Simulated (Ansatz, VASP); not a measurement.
# SiC in VASP and in Ansatz

```
Si C
1.0
     0.00000    2.18987    2.18987
     2.18987    0.00000    2.18987
     2.18987    2.18987    0.00000
Si C
1 1
Direct
  0.00000 0.00000 0.00000
  0.25000 0.25000 0.25000
```

Alike in both runs: task single point; functional LDA; k mesh 10 × 10 × 10; occupations gaussian, width 0.02 eV; no spin polarisation.

```csv
,VASP,Ansatz
version,VASP 6.6.1,Ansatz 0.2.0
potentials or method,"VASP PAW LDA potentials, release 64 (Si, C), cutoff 520 eV","scalar-relativistic, plane waves, PAW"
valence electrons in the cell,8,8
```

```csv
,VASP,Ansatz,Ansatz less VASP
gap on the k mesh at the Fermi level (eV),1.32,1.33,+0.012
pressure (GPa),-7.1,-7.5,-0.40
```

LDA's correlation is that of Perdew and Zunger in VASP and of Perdew and Wang (1992) in Ansatz.
